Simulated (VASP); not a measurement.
CdSe:

```
Cd Se
1.0
     0.00000    2.87396    2.87396
     2.87396    0.00000    2.87396
     2.87396    2.87396    0.00000
Cd Se
1 1
Direct
  0.00000 0.00000 0.00000
  0.50000 0.50000 0.50000
```

Base run:

| Property | Result |
| --- | --- |
| Program | VASP 6.6.1 |
| Functional | PBEsol |
| Potentials or basis | VASP PAW PBE potentials, release 64 (Cd, Se) |
| Cutoff | 520 eV |
| k mesh | 6 × 6 × 6 |
| Occupations | fermi-dirac, width 0.05 eV |
| Spin | no spin polarisation |

Its results: band gap on the k mesh zero (band 9 reaches 2.09 eV, above the bottom of band 10 at 1.59 eV); pressure -3.4 GPa.

Question: The run is repeated on the same cell with these changes: functional from PBEsol to LDA; potentials or basis from VASP PAW PBE potentials, release 64 (Cd, Se) to VASP PAW LDA potentials, release 64 (Cd, Se). What comes out?

Answer: Band gap on the k mesh zero (band 9 reaches 2.13 eV, above the bottom of band 10 at 1.52 eV); pressure -5.5 GPa.

Caveats: the PAW data sets were made with another functional, which shifts forces and pressure a little (some runs).
